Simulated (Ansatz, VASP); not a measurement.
**WSe2 in VASP and in Ansatz**

INCAR

```
ALGO = Normal
DIPOL = 0.5 0.5 0.500
EDIFF = 1E-6
EDIFFG = -0.01
ENCUT = 520
GGA = PE
IBRION = 2
IDIPOL = 3
ISIF = 2
ISMEAR = 0
IVDW = 12
LASPH = T
LCHARG = F
LDIPOL = T
LREAL = F
LWAVE = F
NELM = 100
NSW = 60
PREC = Accurate
SIGMA = 0.02
```

The input KPOINTS:

```
k-points
0
Gamma
  12 12 1
```

File POSCAR:

```
WSe2
1.0
    3.2198104475      0.0000000000      0.0000000000
   -1.6099052238      2.7884376429      0.0000000000
    0.0000000000      0.0000000000     32.7374894635
Se W
2 1
Direct
    0.3333333333      0.6666666667      0.4485393955
    0.3333333333      0.6666666667      0.5514606045
    0.6666666667      0.3333333333      0.5000000000
```

Input for Ansatz:

```yaml
crystal:
  lattice:
    - [3.2198104475, 0.0, 0.0]
    - [-1.6099052238, 2.7884376429, 0.0]
    - [0.0, 0.0, 32.7374894635]
  atoms:
    - { symbol: Se, position: [0.3333333333, 0.6666666667, 0.4485393955] }
    - { symbol: W, position: [0.6666666667, 0.3333333333, 0.5] }
    - { symbol: Se, position: [0.3333333333, 0.6666666667, 0.5514606045] }
  periodic: [true, true, false]
basis:
  ecutwfc: 420
kpoints:
  mp_grid: { grid: [12, 12, 1] }
  band_path:
    path:
      - [0, 0, 0]
      - [0.5, 0, 0]
      - [0.3333333333333, 0.3333333333333, 0]
      - [0, 0, 0]
    npoints: 8
hamiltonian:
  xc: pbe
  dispersion: d3bj
scf:
  occupations: { method: gaussian, width: 0.02 }
output:
  forces: true
  stress: true
  eigenvalues: true
  write_density: true
  write_potential: true
  elf: true
  volumetric_format: npy
relax:
  adjacent_minimum: "off"
  f_tol: 0.01
  max_steps: 40
```

Change from the starting cell: biaxial strain -0.020, atoms relaxed.

Alike in both runs: task relaxation of the atoms; functional PBE; dispersion D3(BJ); k mesh 12 × 12 × 1; occupations gaussian, width 0.02 eV; no spin polarisation.

```csv
,VASP,Ansatz
version,VASP 6.6.1,Ansatz 0.2.0
potentials or method,"VASP PAW PBE potentials, release 64 (Se, W_sv), cutoff 520 eV","scalar-relativistic, plane waves, PAW"
valence electrons in the cell,26,46
```

VASP gave:

| Quantity | Value |
| --- | --- |
| gap on the k mesh at the Fermi level, each at its own relaxed structure (eV) | 1.53 |

Which values does Ansatz return?

gap on the k mesh at the Fermi level, each at its own relaxed structure (eV): 1.54.

VASP's potentials hold 26 valence electrons a cell and Ansatz's 46, so a difference there can come from the potentials and not from the codes. Ansatz's warnings: stress scf threshold loose.

Neither program's run includes spin-orbit coupling.
